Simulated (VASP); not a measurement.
Na4SeS, 6 atoms in the cell. The structure is tetragonal, space group P4/mmm (No. 123). The conventional cell has a = 4.693 Å, b = 4.693 Å, c = 6.651 Å, α = 90.00°, β = 90.00°, γ = 90.00°. Within 3.8 Å of Na (site symmetry 2mm) lie 2 S at 2.85 Å and 2 Se at 2.90 Å and 6 Na at 3.24 to 3.41 Å. Within 3.8 Å of Se (site symmetry 4/mmm) lie 8 Na at 2.90 Å. Within 3.8 Å of S (site symmetry 4/mmm) lie 8 Na at 2.85 Å. 

- Program: VASP 6.6.1
- Task: single point
- Functional: PBEsol
- Dispersion: D3(BJ)
- Potentials or basis: VASP PAW PBE potentials, release 64 (Na_pv, Se, S)
- Cutoff: 520 eV
- k mesh: 2 × 2 × 1
- Occupations: gaussian, width 0.01 eV
- Spin: no spin polarisation
- Dipole correction: no
- Further INCAR settings: ALGO = Normal; EDIFF = 1e-06; NBANDS = 29

Potentials or basis: VASP PAW PBE potentials, release 64 (Na_pv, Se, S).

The run is started by

```sh
$ cat potpaw_PBE.64/Na_pv/POTCAR potpaw_PBE.64/Se/POTCAR potpaw_PBE.64/S/POTCAR > POTCAR
$ mpirun -np 1 vasp_std > vasp.out
```

Hardware: 1 thread of Intel Xeon 8259CL (shared host).

Question: Estimate the wall time of this run.

Answer: Run time: 33 s on 1 thread of Intel Xeon 8259CL, with other jobs on the host, peak memory 0.24 GiB. Counts: scf iterations 15, k points 3.
